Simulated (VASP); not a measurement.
Write the native input for VASP 6.6.1 that does the following.

| Quantity | Value |
| --- | --- |
| Task | dielectric tensor |
| Functional | PBEsol |
| Potentials or basis | VASP PAW PBE potentials, release 64 (Zn, O) |
| Cutoff | 520 eV |
| k mesh | 8 × 8 × 5 |
| Occupations | gaussian, width 0.01 eV |
| Spin | no spin polarisation |
| Dipole correction | no |
| Further INCAR settings | ALGO = Normal; EDIFF = 1e-08 |

The structure of ZnO (zincite) lies in POSCAR:

```
ZnO
1.0
    3.2493080000      0.0000000000      0.0000000000
   -1.6246540000      2.8139832727      0.0000000000
    0.0000000000      0.0000000000      5.2057090000
Zn O
2 2
Direct
    0.3333333333      0.6666666667      0.5000000000
    0.6666666667      0.3333333333      0.0000000000
    0.6666666667      0.3333333333      0.3790100000
    0.3333333333      0.6666666667      0.8790100000
```

The input as run:

INCAR

```
  ALGO = Normal
  EDIFF = 1E-8
  ENCUT = 520
  GGA = PS
  ISIF = 2
  ISMEAR = 0
  LASPH = True
  LCHARG = False
  LEPSILON = True
  LREAL = False
  LWAVE = False
  NELM = 80
  PREC = Accurate
  SIGMA = 0.01
```

KPOINTS

```
k-points
0
Gamma
  8 8 5
```

Potentials or basis: VASP PAW PBE potentials, release 64 (Zn, O).

The run is started by

```bash
$ cat potpaw_PBE.64/Zn/POTCAR potpaw_PBE.64/O/POTCAR > POTCAR
$ mpirun -np 1 vasp_std > vasp.out
```

Results of the run:

The band gap on the k mesh is 0.69 eV, direct and the electronic dielectric tensor (diagonal) is 7.21, 7.21, 6.73. The born charges (mean of the diagonal) is Zn +2.18; O -2.18 e.

Caveat: the gap is small at this level, which inflates the dielectric constant.

Run time: 6.4 min on 1 thread of AMD EPYC 7R43 64-Core Processor (Zen 3), on a shared host, peak memory 0.31 GiB.
